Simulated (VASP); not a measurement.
Write the native input for VASP 6.6.1 that does the following.

- Task: relaxation of cell and atoms
- Functional: PBE
- Potentials or basis: VASP PAW PBE potentials, release 64 (P)
- Cutoff: 600 eV
- k mesh: 15 × 15 × 15
- Occupations: fermi-dirac, width 0.05 eV
- Spin: no spin polarisation
- Target pressure: 2.2 GPa
- Dipole correction: no
- Further INCAR settings: ALGO = Normal; EDIFF = 1e-06; IBRION = 2; EDIFFG = -0.005; NSW = 32; ISIF = 3

The structure of P lies in POSCAR:

```
P
1.0
    2.4316398086      0.0000000000      0.0000000000
    0.0000000000      2.4316398086      0.0000000000
    0.0000000000      0.0000000000      2.4316398086
P
1
Direct
    0.0000000000      0.0000000000      0.0000000000
```

This isn't the form of P at room conditions, which is orthorhombic.

One way to write it, as run:

INCAR

```
PREC = Accurate
ENCUT = 600
EDIFF = 1E-6
ISMEAR = -1
SIGMA = 0.05
LREAL = False
LASPH = True
NELM = 100
ALGO = Normal
ISIF = 3
LWAVE = False
LCHARG = False
GGA = PE
IBRION = 2
NSW = 32
EDIFFG = -0.005
PSTRESS = 22.0
```

KPOINTS

```
regular mesh
0
Gamma
  15 15 15
```

Potentials or basis: VASP PAW PBE potentials, release 64 (P).

Command:

```sh
$ cat potpaw_PBE.64/P/POTCAR > POTCAR
$ mpirun -np 1 vasp_std > vasp.out
```

Results of the run:

```
Relaxed volume                                             : 14.35 Å³/atom
Relaxed cell                                               : a = 2.430 Å, b = 2.430 Å, c = 2.430 Å, α = 90.00°, β = 90.00°, γ = 90.00°
Space group after relaxing (to 0.1 Å)                      : Pm-3m (No. 221)
Energy change on relaxing (the run minimises the enthalpy) : +0.4 meV/atom
Ionic steps                                                : 3
Pressure after relaxing                                    : 2.2 GPa
Band gap on the k mesh                                     : zero (an odd number of electrons rules out a gap without spin polarisation)
```

Caveat: the cell is relaxed towards a set pressure, so the run minimises the enthalpy, not the energy.

Run time: 17 s on 1 thread of Intel Xeon 8259CL (shared host), peak memory 0.13 GiB.
